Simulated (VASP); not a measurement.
A run of VASP 6.6.1:

The input INCAR:

```
SYSTEM = Ni
  PREC = Accurate
  ENCUT = 520
  EDIFF = 1E-7
  ISMEAR = -1
  SIGMA = 0.1
  LREAL = .FALSE.
  LASPH = .TRUE.
  NELM = 80
  ALGO = Normal
  ISIF = 2
  LWAVE = .FALSE.
  LCHARG = .TRUE.
  GGA = B5
  ALDAX = 1.0
  AGGAX = 1.0
  AGGAC = 1.0
  ALDAC = 0.0
  LELF = .TRUE.
  LVHAR = .TRUE.
  NBANDS = 11
```

File KPOINTS:

```
regular mesh
0
G
  17 17 17
  0 0 0
```

Contents of POSCAR:

```
Ni
1.0
   -1.4761952681      1.4761952681      1.4761952681
    1.4761952681     -1.4761952681      1.4761952681
    1.4761952681      1.4761952681     -1.4761952681
Ni
1
Direct
    0.0000000000      0.0000000000      0.0000000000
```

Potentials or basis: VASP PAW PBE potentials, release 64 (Ni).

Command:

```sh
$ cat potpaw_PBE.64/Ni/POTCAR > POTCAR
$ mpirun -np 1 vasp_std > vasp.out
```

Hardware: 1 thread of Intel Xeon 8259CL, with other jobs on the host.

Task: How long does it take, and how much memory?

Result: Wall time 36 s on 1 thread of Intel Xeon 8259CL, on a shared host, peak memory 0.14 GiB. Counts: scf iterations 13, k points 165.
